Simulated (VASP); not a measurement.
# SrO in VASP: a series of runs

Runs on SrO. Level: PBEsol. Tasks: single point.

All numbers are computed with VASP 6.6.1; they aren't measurements. Logs are shortened: lines on timing, memory, paths and dates and some standing lists are left out, and cuts for length are marked.

## (1) The cell of the first run

It takes space group I4/mmm (No. 139, tetragonal). Conventional cell: a = 3.622 Å, b = 3.622 Å, c = 5.097 Å, α = 90.00°, β = 90.00°, γ = 90.00°. Within 3.4 Å of Sr (site symmetry 4/mmm) lie 6 O at 2.55 to 2.56 Å. O (site symmetry 4/mmm) has 6 Sr at 2.55 to 2.56 Å within 3.4 Å.

## (2) Single point, PBEsol, non-collinear spin, zero start, spin-orbit coupling (z stretched by -0.5 %, x and y held)

Contents of INCAR:

```
SYSTEM = SrO
PREC = Accurate ; ENCUT = 520
EDIFF = 1E-6 ; ISMEAR = 0
SIGMA = 0.01 ; LREAL = .False.
LASPH = .True. ; NELM = 150
ALGO = Normal ; ISIF = 2
LWAVE = .False. ; LCHARG = .False.
LNONCOLLINEAR = .True. ; MAGMOM = 0 0 0 0 0 0
LORBIT = 11 ; LSORBIT = .True.
GGA_COMPAT = .False. ; LORBMOM = .True.
GGA = PS ; NBANDS = 28
```

Contents of KPOINTS:

```
Automatic mesh
0
Gamma
  8 8 8
  0 0 0
```

Contents of POSCAR:

```
SrO
1.0
    0.0000000000      2.5614439114      2.5486366918
    2.5614439114      0.0000000000      2.5486366918
    2.5614439114      2.5614439114      0.0000000000
Sr O
1 1
Direct
    0.5000000000      0.5000000000      0.5000000000
    0.0000000000      0.0000000000      0.0000000000
```

Potentials or basis: VASP PAW PBE potentials, release 64 (Sr_sv, O).

On the command line:

```console
cat potpaw_PBE.64/Sr_sv/POTCAR potpaw_PBE.64/O/POTCAR > POTCAR
mpirun -np 1 vasp_ncl > vasp.out
```

OUTCAR:

```text
SYSTEM = SrO
   PREC = Accurate
   ENCUT = 520
   EDIFF = 1E-6
   ISMEAR = 0
   LREAL = .False.
   LASPH = .True.
   NELM = 150
   ISIF = 2
   LNONCOLLINEAR = .True.
   LORBIT = 11
   LSORBIT = .True.
   GGA = PS

 ion  position               nearest neighbor table
   1  0.500  0.500  0.500-   2 2.55   2 2.55   2 2.56   2 2.56   2 2.56   2 2.56
   2  0.000  0.000  0.000-   1 2.55   1 2.55   1 2.56   1 2.56   1 2.56   1 2.56

  LATTYP: Found a body centered tetragonal cell.
 ALAT       =     3.6224287188
 C/A-ratio  =     1.4071424945

  Lattice vectors:

 A1 = (   0.0000000000,  -2.5614439114,  -2.5486366918)
 A2 = (   0.0000000000,   2.5614439114,  -2.5486366918)
 A3 = (   2.5614439114,   0.0000000000,   2.5486366918)

Analysis of symmetry for initial positions (statically):
=====================================================================
 Subroutine PRICEL returns:
 Original cell was already a primitive cell.

 Routine SETGRP: Setting up the symmetry group for a
 body centered tetragonal supercell.

 Subroutine GETGRP returns: Found 16 space group operations
 (whereof 16 operations were pure point group operations)
 out of a pool of 16 trial point group operations.

The static configuration has the point symmetry D_4h.

Analysis of symmetry for dynamics (positions and initial velocities):
=====================================================================
 Subroutine PRICEL returns:
 Original cell was already a primitive cell.

 Routine SETGRP: Setting up the symmetry group for a
 body centered tetragonal supercell.

 Subroutine GETGRP returns: Found 16 space group operations
 (whereof 16 operations were pure point group operations)
 out of a pool of 16 trial point group operations.

The dynamic configuration has the point symmetry D_4h.

Analysis of structural, dynamic, and magnetic symmetry:
=====================================================================
 Subroutine PRICEL returns:
 Original cell was already a primitive cell.

 Routine SETGRP: Setting up the symmetry group for a
 body centered tetragonal supercell.

 Subroutine GETGRP returns: Found 16 space group operations
 (whereof 16 operations were pure point group operations)
 out of a pool of 16 trial point group operations.

The overall configuration has the point symmetry D_4h.

 Subroutine INISYM returns: Found 16 space group operations
 (whereof 16 operations are pure point group operations),
 and found     1 'primitive' translations

----------------------------------------------------------------------------------------

                                     Primitive cell

  volume of cell :      33.4432

  direct lattice vectors                    reciprocal lattice vectors
     0.000000000  2.561443911  2.548636692    -0.195202400  0.195202400  0.196183317
     2.561443911  0.000000000  2.548636692     0.195202400 -0.195202400  0.196183317
     2.561443911  2.561443911  0.000000000     0.195202400  0.195202400 -0.196183317

  length of vectors
     3.613383995  3.613383995  3.622428719     0.338667755  0.338667755  0.338667755

  position of ions in fractional coordinates (direct lattice)
     0.500000000  0.500000000  0.500000000
     0.000000000  0.000000000  0.000000000

  ion indices of the primitive-cell ions
   primitive index   ion index
                 1           1
                 2           2

----------------------------------------------------------------------------------------

 KPOINTS: Automatic mesh

Automatic generation of k-mesh.
 Grid dimensions read from file:
 generate k-points for:    8    8    8

 Generating k-lattice:

  Cartesian coordinates                     Fractional coordinates (reciprocal lattice)
    -0.024400300  0.024400300  0.024522915     0.125000000  0.000000000  0.000000000
[... 99 lines left out ...]

 number of electron      15.9999996 magnetization      -0.0000000      0.0000000      0.0000000

 Free energy of the ion-electron system (eV)
  ---------------------------------------------------
  ext. energy  EPLUGINS =         0.00000000
  ---------------------------------------------------
  free energy    TOTEN  =       -12.72591881 eV

  energy without entropy =      -12.72591881  energy(sigma->0) =      -12.72591881

 E-fermi :   1.6785     XC(G=0): -10.3552

 val. band max:        1.5950841013   @ k =   0.0000   0.0000   0.0000
 cond. band min:       4.6964744879   @ k =   0.5000   0.5000   0.0000
 fundamental gap:      3.1013903866
 Fermi energy:         1.6785420423

 k-point     1 :       0.0000    0.0000    0.0000
  band No.  band energies     occupation
      1     -30.6123      1.00000
      2     -30.6123      1.00000
      3     -13.4527      1.00000
      4     -13.4527      1.00000
      5     -13.0286      1.00000
      6     -13.0286      1.00000
[... 733 lines left out ...]
     27      12.6482      0.00000
     28      12.6482      0.00000

 [... further k-points ...]

------------------------ aborting loop because EDIFF is reached ----------------------------------------

  FORCE on cell =-STRESS in cart. coord.  units (eV):
  Direction    XX          YY          ZZ          XY          YZ          ZX
  --------------------------------------------------------------------------------------
  -------------------------------------------------------------------------------------
  Total        0.1755804      0.1755804      0.3304198      0.0000000      0.0000000      0.0000000
  in kB        8.4116077      8.4116077     15.8295648      0.0000000      0.0000000      0.0000000
  external PRESSURE =      10.8842600 kB  Pullay stress =       0.0000000 kB

 VOLUME and BASIS-vectors are now :
 -----------------------------------------------------------------------------
  energy-cutoff  :      520.00
  volume of cell :       33.44
      direct lattice vectors                 reciprocal lattice vectors
     0.000000000  2.561443911  2.548636692    -0.195202400  0.195202400  0.196183317
     2.561443911  0.000000000  2.548636692     0.195202400 -0.195202400  0.196183317
     2.561443911  2.561443911  0.000000000     0.195202400  0.195202400 -0.196183317

 POSITION                                       TOTAL-FORCE (eV/Angst)
 -----------------------------------------------------------------------------------
      2.56144      2.56144      2.54864        -0.000000     -0.000000      0.000000
      0.00000      0.00000      0.00000         0.000000      0.000000     -0.000000
 -----------------------------------------------------------------------------------
    total drift:                                0.000000      0.000000      0.000000

  FREE ENERGIE OF THE ION-ELECTRON SYSTEM (eV)
  ---------------------------------------------------
  free  energy   TOTEN  =       -12.7259188065 eV

  energy  without entropy=      -12.7259188065  energy(sigma->0) =      -12.72591881

 orbital moment (x)

 # of ion     p       d       tot
 ----------------------------------------
  1         0.000   0.000   0.000
  2        -0.000   0.000  -0.000
 ----------------------------------------
           -0.000   0.000   0.000

 orbital moment (y)

 # of ion     p       d       tot
 ----------------------------------------
  1        -0.000  -0.000  -0.000
  2         0.000   0.000   0.000
 ----------------------------------------
           -0.000  -0.000  -0.000

 orbital moment (z)

 # of ion     p       d       tot
 ----------------------------------------
  1         0.000   0.000   0.000
  2         0.000   0.000   0.000
 ----------------------------------------
            0.000   0.000   0.000

 Spin-Orbit-Coupling matrix elements

 Ion:    1  E_soc:     -0.1769215
 l=   1
     0.0000000    -0.0294620    -0.0294555
    -0.0294620     0.0000000    -0.0294620
    -0.0294555    -0.0294620     0.0000000
 l=   2
     0.0000000    -0.0000017     0.0000000    -0.0000017    -0.0000251
    -0.0000017     0.0000000    -0.0000192    -0.0000017    -0.0000063
     0.0000000    -0.0000192     0.0000000    -0.0000192     0.0000000
    -0.0000017    -0.0000017    -0.0000192     0.0000000    -0.0000063
    -0.0000251    -0.0000063     0.0000000    -0.0000063     0.0000000
 l=   3
     0.0000000     0.0000000     0.0000000     0.0000000     0.0000000     0.0000000     0.0000000
     0.0000000     0.0000000     0.0000000     0.0000000     0.0000000     0.0000000     0.0000000
     0.0000000     0.0000000     0.0000000     0.0000000     0.0000000     0.0000000     0.0000000
     0.0000000     0.0000000     0.0000000     0.0000000     0.0000000     0.0000000     0.0000000
     0.0000000     0.0000000     0.0000000     0.0000000     0.0000000     0.0000000     0.0000000
     0.0000000     0.0000000     0.0000000     0.0000000     0.0000000     0.0000000     0.0000000
     0.0000000     0.0000000     0.0000000     0.0000000     0.0000000     0.0000000     0.0000000

 Ion:    2  E_soc:     -0.0003233
 l=   1
     0.0000000    -0.0000540    -0.0000536
    -0.0000540     0.0000000    -0.0000540
    -0.0000536    -0.0000540     0.0000000
 l=   2
     0.0000000     0.0000000     0.0000000     0.0000000     0.0000000
     0.0000000     0.0000000     0.0000000     0.0000000     0.0000000
     0.0000000     0.0000000     0.0000000     0.0000000     0.0000000
     0.0000000     0.0000000     0.0000000     0.0000000     0.0000000
     0.0000000     0.0000000     0.0000000     0.0000000     0.0000000
 l=   3
     0.0000000     0.0000000     0.0000000     0.0000000     0.0000000     0.0000000     0.0000000
     0.0000000     0.0000000     0.0000000     0.0000000     0.0000000     0.0000000     0.0000000
     0.0000000     0.0000000     0.0000000     0.0000000     0.0000000     0.0000000     0.0000000
     0.0000000     0.0000000     0.0000000     0.0000000     0.0000000     0.0000000     0.0000000
     0.0000000     0.0000000     0.0000000     0.0000000     0.0000000     0.0000000     0.0000000
     0.0000000     0.0000000     0.0000000     0.0000000     0.0000000     0.0000000     0.0000000
     0.0000000     0.0000000     0.0000000     0.0000000     0.0000000     0.0000000     0.0000000

 total charge

# of ion       s       p       d       tot
------------------------------------------
    1        2.017   5.807   0.268   8.092
    2        1.548   3.407   0.000   4.956
--------------------------------------------------
tot          3.565   9.214   0.268  13.048

 magnetization (x)

# of ion       s       p       d       tot
------------------------------------------
    1       -0.000   0.000  -0.000   0.000
    2        0.000   0.000   0.000   0.000
--------------------------------------------------
tot         -0.000   0.000  -0.000   0.000

 magnetization (y)

# of ion       s       p       d       tot
------------------------------------------
    1        0.000  -0.000   0.000  -0.000
    2        0.000   0.000   0.000   0.000
--------------------------------------------------
tot          0.000  -0.000   0.000  -0.000

 magnetization (z)

# of ion       s       p       d       tot
------------------------------------------
    1        0.000   0.000   0.000   0.000
    2        0.000  -0.000   0.000   0.000
--------------------------------------------------
tot          0.000  -0.000   0.000   0.000
```

Run time: 72 s. Hardware: 1 thread of Intel Xeon 6975P-C (Granite Rapids), shared host; peak memory 0.29 GiB.

What came out:

```yaml
Free_energy: -12.7259 eV
Pressure: 1.1 GPa
Net_moment: 0.00 μB per cell
Valence_electrons_inside_the_program's_atomic_spheres: Sr 8.09; O 4.96
```

Stress tensor (GPa, compression positive):
```
0.84 0.00 0.00
0.00 0.84 0.00
0.00 0.00 1.58
```

Moments on the atoms (μB; x, y, z):
```
Sr  0.00 0.00 0.00
O   0.00 0.00 0.00
```

Caveat: the cell differs from its parent crystal (z stretched by -0.5 %, x and y held); the PAW data sets were made with another functional, which shifts forces and pressure a little.

(Continued in part 2 of 2.)
